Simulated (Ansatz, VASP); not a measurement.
## NbAs in VASP and in Ansatz

```
Nb As
1.0
    -1.74856    1.74856    5.91685
     1.74856   -1.74856    5.91685
     1.74856    1.74856   -5.91685
Nb As
2 2
Direct
  0.75000 0.75000 0.00000
  0.50000 0.00000 0.50000
  0.16600 0.16600 0.00000
  0.91600 0.41600 0.50000
```

Change from the starting cell: volume scaled by 1.04.

Alike in both runs: task single point; functional LDA; k mesh 15 × 15 × 15; occupations fermi-dirac, width 0.08 eV; no spin polarisation.

```csv
,VASP,Ansatz
version,VASP 6.6.1,Ansatz 0.2.0
potentials or method,"VASP PAW LDA potentials, release 64 (Nb_sv, As), cutoff 520 eV","all-electron LAPW, scalar-relativistic"
```

```csv
,VASP,Ansatz,Ansatz less VASP
pressure (GPa),-11.1,-11.3,-0.25
"traceless stress, the component that is largest in VASP (GPa)",1.38,1.43,+0.049
rms of the force components (eV/Å),0.132,0.130,-0.0020
```

LDA's correlation is that of Perdew and Zunger in VASP and of Perdew and Wang (1992) in Ansatz. Atom by atom the forces differ by 0.002 eV/Å (rms over components). Ansatz ran all-electron here, and VASP with PAW potentials.
